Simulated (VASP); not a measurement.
# KCl (Pm-3m) in VASP: notebook

The runs below take KCl through vibrations by perturbation theory, dielectric tensor, with PBEsol, PBE.

Everything below comes from runs of VASP 6.6.1. Logs are shortened: lines on timing, memory, paths and dates and some standing lists are left out, and cuts for length are marked.

**1. The cell of the first run**

It takes space group Pm-3m (No. 221, cubic). The conventional cell has a = 3.739 Å, b = 3.739 Å, c = 3.739 Å, α = 90.00°, β = 90.00°, γ = 90.00°. K (site symmetry m-3m) has 8 Cl at 3.24 Å and 6 K at 3.74 Å within 4.3 Å. Cl (site symmetry m-3m) has 8 K at 3.24 Å and 6 Cl at 3.74 Å within 4.3 Å.

**2. Vibrations by perturbation theory, PBEsol**

INCAR

```
PREC = Accurate
ENCUT = 520
EDIFF = 1E-8
ISMEAR = 0
SIGMA = 0.01
LREAL = F
LASPH = T
NELM = 80
ALGO = Normal
ISIF = 2
LWAVE = F
LCHARG = F
GGA = PS
IBRION = 8
NSW = 1
LEPSILON = T
```

KPOINTS

```
Automatic mesh
0
Gamma
  6 6 6
```

POSCAR

```
KCl
1.0
    3.7387602748      0.0000000000      0.0000000000
    0.0000000000      3.7387602748      0.0000000000
    0.0000000000      0.0000000000      3.7387602748
K Cl
1 1
Direct
    0.0000000000      0.0000000000      0.0000000000
    0.5000000000      0.5000000000      0.5000000000
```

Potentials or basis: VASP PAW PBE potentials, release 64 (K_sv, Cl).

Command:

```console
$ cat potpaw_PBE.64/K_sv/POTCAR potpaw_PBE.64/Cl/POTCAR > POTCAR
$ mpirun -np 1 vasp_std > vasp.out
```

OUTCAR:

```text
PREC = Accurate
   ENCUT = 520
   EDIFF = 1E-8
   ISMEAR = 0
   LREAL = F
   LASPH = T
   NELM = 80
   ISIF = 2
   GGA = PS
   IBRION = 8
   NSW = 1
   LEPSILON = T

 ion  position               nearest neighbor table
   1  0.000  0.000  0.000-   2 3.24   2 3.24   2 3.24   2 3.24   2 3.24   2 3.24   2 3.24   2 3.24

   2  0.500  0.500  0.500-   1 3.24   1 3.24   1 3.24   1 3.24   1 3.24   1 3.24   1 3.24   1 3.24

  LATTYP: Found a simple cubic cell.
 ALAT       =     3.7387602748

  Lattice vectors:

 A1 = (   3.7387602748,   0.0000000000,   0.0000000000)
 A2 = (   0.0000000000,   3.7387602748,   0.0000000000)
 A3 = (   0.0000000000,   0.0000000000,   3.7387602748)

Analysis of symmetry for initial positions (statically):
=====================================================================
 Subroutine PRICEL returns:
 Original cell was already a primitive cell.

 Routine SETGRP: Setting up the symmetry group for a
 simple cubic supercell.

 Subroutine GETGRP returns: Found 48 space group operations
 (whereof 48 operations were pure point group operations)
 out of a pool of 48 trial point group operations.

The static configuration has the point symmetry O_h .

Analysis of symmetry for dynamics (positions and initial velocities):
=====================================================================
 Subroutine PRICEL returns:
 Original cell was already a primitive cell.

 Routine SETGRP: Setting up the symmetry group for a
 simple cubic supercell.

 Subroutine GETGRP returns: Found 48 space group operations
 (whereof 48 operations were pure point group operations)
 out of a pool of 48 trial point group operations.

The dynamic configuration has the point symmetry O_h .

 Subroutine INISYM returns: Found 48 space group operations
 (whereof 48 operations are pure point group operations),
 and found     1 'primitive' translations

----------------------------------------------------------------------------------------

                                     Primitive cell

  volume of cell :      52.2616

  direct lattice vectors                    reciprocal lattice vectors
     3.738760275  0.000000000  0.000000000     0.267468339  0.000000000  0.000000000
     0.000000000  3.738760275  0.000000000     0.000000000  0.267468339  0.000000000
     0.000000000  0.000000000  3.738760275     0.000000000  0.000000000  0.267468339

  length of vectors
     3.738760275  3.738760275  3.738760275     0.267468339  0.267468339  0.267468339

  position of ions in fractional coordinates (direct lattice)
     0.000000000  0.000000000  0.000000000
     0.500000000  0.500000000  0.500000000

  ion indices of the primitive-cell ions
   primitive index   ion index
                 1           1
                 2           2

----------------------------------------------------------------------------------------

 KPOINTS: Automatic mesh

Automatic generation of k-mesh.
 Grid dimensions read from file:
 generate k-points for:    6    6    6

 Generating k-lattice:

  Cartesian coordinates                     Fractional coordinates (reciprocal lattice)
     0.044578056  0.000000000  0.000000000     0.166666667  0.000000000  0.000000000
[... 443 lines left out ...]
  ---------------------------------------------------
  free energy    TOTEN  =        -0.27340453 eV

  energy without entropy =       -0.27340453

------------------------ aborting loop because EDIFF is reached ----------------------------------------

--------------------------------------- Ionic step        2  -------------------------------------------

------------------------ aborting loop because EDIFF is reached ----------------------------------------

--------------------------------------- Ionic step        3  -------------------------------------------

------------------------ aborting loop because EDIFF is reached ----------------------------------------

 PIEZOELECTRIC TENSOR FIELD DIRECTION 3  (e Angst)
 -----------------------------------------------------------------------------
    -0.00002  0.00000  0.00000           (  0.00000  0.00000  0.00000)
     0.00000 -0.00002 -0.00000           (  0.00000  0.00000 -0.00000)
     0.00000 -0.00000 -0.00135           (  0.00000 -0.00000 -0.00000)

 PIEZOELECTRIC TENSOR FIELD DIRECTION 3  (C/m^2)
 -----------------------------------------------------------------------------
    -0.00001  0.00000  0.00000
     0.00000 -0.00001 -0.00000
     0.00000 -0.00000 -0.00041

--------------------------------------- Ionic step        4  -------------------------------------------

------------------------ aborting loop because EDIFF is reached ----------------------------------------

[... ionic steps 5 to 6 ...]

--------------------------------------- Ionic step        7  -------------------------------------------

 Free energy of the ion-electron system (eV)
  ---------------------------------------------------
  ---------------------------------------------------
  free energy    TOTEN  =        -0.19557682 eV

  energy without entropy =       -0.19557682

------------------------ aborting loop because EDIFF is reached ----------------------------------------

 INTERNAL STRAIN TENSOR  FOR ION    2  DIRECTION 1   (eV/Angst):
 -----------------------------------------------------------------------------
    -0.00003  0.00000  0.00000
    -0.00000  0.01328  0.00000
     0.00000  0.00000  0.01328

 MACROSCOPIC STATIC DIELECTRIC TENSOR (including local field effects in DFT)
 ------------------------------------------------------
           2.689286     0.000000     0.000000
          -0.000000     2.689286     0.000000
           0.000000     0.000000     2.689286
 ------------------------------------------------------

 PIEZOELECTRIC TENSOR (including local field effects)  for field in x, y, z        (e  Angst)
          XX          YY          ZZ          XY          YZ          ZX
  --------------------------------------------------------------------------------
  x     0.00000     0.00000     0.00000     0.00000     0.00000     0.00000
  y     0.00000     0.00000     0.00000     0.00000     0.00000     0.00000
  z     0.00000     0.00000     0.00000     0.00000     0.00000     0.00000

 PIEZOELECTRIC TENSOR (including local field effects)  for field in x, y, z        (C/m^2)
          XX          YY          ZZ          XY          YZ          ZX
  --------------------------------------------------------------------------------
  x     0.00000     0.00000     0.00000     0.00000     0.00000     0.00000
  y     0.00000     0.00000     0.00000     0.00000     0.00000     0.00000
  z     0.00000     0.00000     0.00000     0.00000     0.00000     0.00000

 BORN EFFECTIVE CHARGES (including local field effects) (in |e|, cummulative output)
 ---------------------------------------------------------------------------------
 ion    1
    1     1.19488    -0.00000     0.00000
    2    -0.00000     1.19488    -0.00000
    3    -0.00000     0.00000     1.19488
 ion    2
    1    -1.19488     0.00000    -0.00000
    2     0.00000    -1.19488     0.00000
    3     0.00000    -0.00000    -1.19488

 INTERNAL STRAIN TENSOR FOR ION    2 for displacements in x,y,z  (eV/Angst):
          X           Y           Z          XY          YZ          ZX
  --------------------------------------------------------------------------------
  x     0.00000     0.00000     0.00000     0.00000     0.00000     0.00000
  y     0.00000     0.00000     0.00000     0.00000     0.00000     0.00000
  z     0.00000     0.00000     0.00000     0.00000     0.00000     0.00000

 SECOND DERIVATIVES (NOT SYMMETRIZED)
 ------------------------------------
               1X          1Y          1Z          2X          2Y          2Z
  1X    -0.904138    0.000000   -0.000000    0.904138   -0.000000    0.000000
  1Y    -0.000000   -0.904138    0.000000    0.000000    0.904138   -0.000000
  1Z    -0.000000   -0.000000   -0.904138    0.000000    0.000000    0.904138
  2X     0.907825    0.000000   -0.000000   -0.907825   -0.000000    0.000000
  2Y     0.000000    0.907825   -0.000000   -0.000000   -0.907825    0.000000
  2Z    -0.000000   -0.000000    0.907825    0.000000    0.000000   -0.907825

 Eigenvectors and eigenvalues of the dynamical matrix
 ----------------------------------------------------

   1 f  =    3.451081 THz    21.683782 2PiTHz  115.115675 cm-1    14.272518 meV
             X         Y         Z           dx          dy          dz
      0.000000  0.000000  0.000000     0.214142   -0.654738    0.000000
      1.869380  1.869380  1.869380    -0.225339    0.688973    0.000000
[... 21 lines left out ...]
   6 f/i=    0.003507 THz     0.022037 2PiTHz    0.116990 cm-1     0.014505 meV
             X         Y         Z           dx          dy          dz
      0.000000  0.000000  0.000000     0.027655   -0.535761   -0.487500
      1.869380  1.869380  1.869380     0.026281   -0.509139   -0.463277

--------------------------------------------------------------------------------------------------------

 MACROSCOPIC STATIC DIELECTRIC TENSOR IONIC CONTRIBUTION
 ------------------------------------------------------
           5.456484    -0.000000     0.000000
          -0.000000     5.456484     0.000000
           0.000000     0.000000     5.456484
 ------------------------------------------------------

 ELASTIC MODULI CONTR FROM IONIC RELAXATION (kBar)
 Direction    XX          YY          ZZ          XY          YZ          ZX
 --------------------------------------------------------------------------------
 XX           0.0000      0.0000      0.0000      0.0000      0.0000      0.0000
 YY           0.0000      0.0000      0.0000      0.0000      0.0000      0.0000
 ZZ           0.0000      0.0000      0.0000      0.0000      0.0000      0.0000
 XY           0.0000      0.0000      0.0000      0.0000      0.0000      0.0000
 YZ           0.0000      0.0000      0.0000      0.0000      0.0000      0.0000
 ZX           0.0000      0.0000      0.0000      0.0000      0.0000      0.0000
 --------------------------------------------------------------------------------

 PIEZOELECTRIC TENSOR IONIC CONTR  for field in x, y, z        (C/m^2)
          XX          YY          ZZ          XY          YZ          ZX
  --------------------------------------------------------------------------------
  x     0.00000     0.00000     0.00000     0.00000     0.00000     0.00000
  y     0.00000     0.00000     0.00000     0.00000     0.00000     0.00000
  z     0.00000     0.00000     0.00000     0.00000     0.00000     0.00000
```

It took 5 min on 1 thread of Intel Xeon Platinum 8259CL at 2.50GHz (Skylake/Cascade Lake), shared host; peak memory 0.22 GiB.

What came out:

```
Electronic dielectric tensor (diagonal)                 : 2.69
Born charges (mean of the diagonal)                     : K +1.19; Cl -1.19 e
Highest phonon frequency at Γ, LO-TO splitting left out : 115 cm⁻¹
```

Phonon frequencies in cm⁻¹ (negative: imaginary):
| q point | frequencies |
| --- | --- |
| (0.000, 0.000, 0.000) | 0 0 0 115 115 115 |

Electronic dielectric tensor:
```
2.69 0.00 0.00
0.00 2.69 0.00
0.00 0.00 2.69
```

Born effective charge tensors (e):
atom 1, K
```
1.19 0.00 0.00
0.00 1.19 0.00
0.00 0.00 1.19
```
atom 2, Cl
```
-1.19  0.00  0.00
 0.00 -1.19  0.00
 0.00  0.00 -1.19
```

Caveat: the PAW data sets were made with another functional, which shifts forces and pressure a little.

**3. Dielectric tensor, PBE**

This run uses another cell than the first one, of 26.82 Å³/atom.

INCAR

```
PREC = Accurate
ENCUT = 520
EDIFF = 1E-8
ISMEAR = 0
SIGMA = 0.01
LREAL = False
LASPH = True
NELM = 100
ALGO = Normal
ISIF = 2
LWAVE = False
LCHARG = False
GGA = PE
LEPSILON = True
```

KPOINTS

```
regular mesh
0
Gamma
  6 6 6
```

POSCAR

```
KCl
1.0
    3.7711686990      0.0000000000      0.0000000000
    0.0000000000      3.7711686990      0.0000000000
    0.0000000000      0.0000000000      3.7711686990
K Cl
1 1
Direct
    0.0000000000      0.0000000000      0.0000000000
    0.5000000000      0.5000000000      0.5000000000
```

Potentials or basis: VASP PAW PBE potentials, release 64 (K_sv, Cl).

Command:

```console
$ cat potpaw_PBE.64/K_sv/POTCAR potpaw_PBE.64/Cl/POTCAR > POTCAR
$ mpirun -np 1 vasp_std > vasp.out
```

OUTCAR:

```text
PREC = Accurate
   ENCUT = 520
   EDIFF = 1E-8
   ISMEAR = 0
   LREAL = False
   LASPH = True
   NELM = 100
   ISIF = 2
   GGA = PE
   LEPSILON = True

 ion  position               nearest neighbor table
   1  0.000  0.000  0.000-
   2  0.500  0.500  0.500-

  LATTYP: Found a simple cubic cell.
 ALAT       =     3.7711686990

  Lattice vectors:

 A1 = (   3.7711686990,   0.0000000000,   0.0000000000)
 A2 = (   0.0000000000,   3.7711686990,   0.0000000000)
 A3 = (   0.0000000000,   0.0000000000,   3.7711686990)

Analysis of symmetry for initial positions (statically):
=====================================================================
 Subroutine PRICEL returns:
[... 536 lines left out ...]
    -0.00000  0.00000 -0.00000
     0.00000 -0.00000  0.00000
     0.00000  0.00000 -0.00039

 MACROSCOPIC STATIC DIELECTRIC TENSOR (including local field effects in DFT)
 ------------------------------------------------------
           2.609279     0.000000     0.000000
           0.000000     2.609279     0.000000
          -0.000000     0.000000     2.609279
 ------------------------------------------------------

 PIEZOELECTRIC TENSOR (including local field effects)  for field in x, y, z        (e  Angst)
          XX          YY          ZZ          XY          YZ          ZX
  --------------------------------------------------------------------------------
  x     0.00000     0.00000     0.00000     0.00000     0.00000     0.00000
  y     0.00000     0.00000     0.00000     0.00000     0.00000     0.00000
  z     0.00000     0.00000     0.00000     0.00000     0.00000     0.00000

 PIEZOELECTRIC TENSOR (including local field effects)  for field in x, y, z        (C/m^2)
          XX          YY          ZZ          XY          YZ          ZX
  --------------------------------------------------------------------------------
  x     0.00000     0.00000     0.00000     0.00000     0.00000     0.00000
  y     0.00000     0.00000     0.00000     0.00000     0.00000     0.00000
  z     0.00000     0.00000     0.00000     0.00000     0.00000     0.00000

 BORN EFFECTIVE CHARGES (including local field effects) (in |e|, cummulative output)
 ---------------------------------------------------------------------------------
 ion    1
    1     1.19515    -0.00000     0.00000
    2    -0.00000     1.19515    -0.00000
    3    -0.00000     0.00000     1.19515
 ion    2
    1    -1.19515     0.00000     0.00000
    2     0.00000    -1.19515     0.00000
    3     0.00000    -0.00000    -1.19515
```

OSZICAR:

```text
N       E                     dE             d eps       ncg     rms          rms(c)
DAV:   1     0.107516392178E+03    0.10752E+03   -0.77761E+03   480   0.125E+03
[... 13 lines left out ...]
RMM:  11    -0.270225556758E+00   -0.60485E-05   -0.32738E-06  2114   0.287E-03    0.331E-04
RMM:  12    -0.270222366604E+00    0.31902E-05   -0.19670E-07  2159   0.161E-03    0.608E-05
RMM:  13    -0.270220888707E+00    0.14779E-05   -0.40830E-07  2054   0.965E-04    0.744E-05
RMM:  14    -0.270220859342E+00    0.29365E-07    0.92320E-08  1883   0.688E-04    0.412E-05
RMM:  15    -0.270220942261E+00   -0.82919E-07   -0.22924E-07  1776   0.592E-04    0.155E-05
RMM:  16    -0.270221038356E+00   -0.96096E-07   -0.31346E-07  1343   0.544E-04    0.101E-05
RMM:  17    -0.270221018096E+00    0.20260E-07   -0.18786E-07  1175   0.536E-04    0.402E-06
```

It took 3.3 min on 1 thread of Intel Xeon Platinum 8259CL at 2.50GHz (Skylake/Cascade Lake), shared host; peak memory 0.22 GiB.

What came out:

```
Band gap on the k mesh                  : 5.03 eV (least direct gap 5.24 eV)
Electronic dielectric tensor (diagonal) : 2.61
Born charges (mean of the diagonal)     : K +1.20; Cl -1.20 e
```

Levels at points of the mesh, in eV from the valence-band top:
| k point | band 5 | band 6 | band 7 | band 8 | band 9 | band 10 | band 11 | band 12 |
| --- | --- | --- | --- | --- | --- | --- | --- | --- |
| (0.00, 0.00, 0.00) | -11.35 | -0.21 | -0.21 | -0.21 | 5.03 | 6.52 | 6.52 | 10.79 |
| (0.50, 0.00, 0.00) | -11.19 | -1.90 | -0.23 | -0.23 | 7.94 | 7.97 | 8.54 | 10.16 |
| (0.50, 0.50, 0.00) | -11.28 | -1.27 | -1.27 | 0.00 | 6.22 | 7.35 | 8.99 | 8.99 |
| (0.50, 0.50, 0.50) | -11.54 | -1.44 | -1.44 | -1.44 | 8.98 | 8.98 | 8.98 | 10.12 |

Electronic dielectric tensor:
```
2.61 0.00 0.00
0.00 2.61 0.00
0.00 0.00 2.61
```

Born effective charge tensors (e):
atom 1, K
```
1.20 0.00 0.00
0.00 1.20 0.00
0.00 0.00 1.20
```
atom 2, Cl
```
-1.20  0.00  0.00
 0.00 -1.20  0.00
 0.00  0.00 -1.20
```
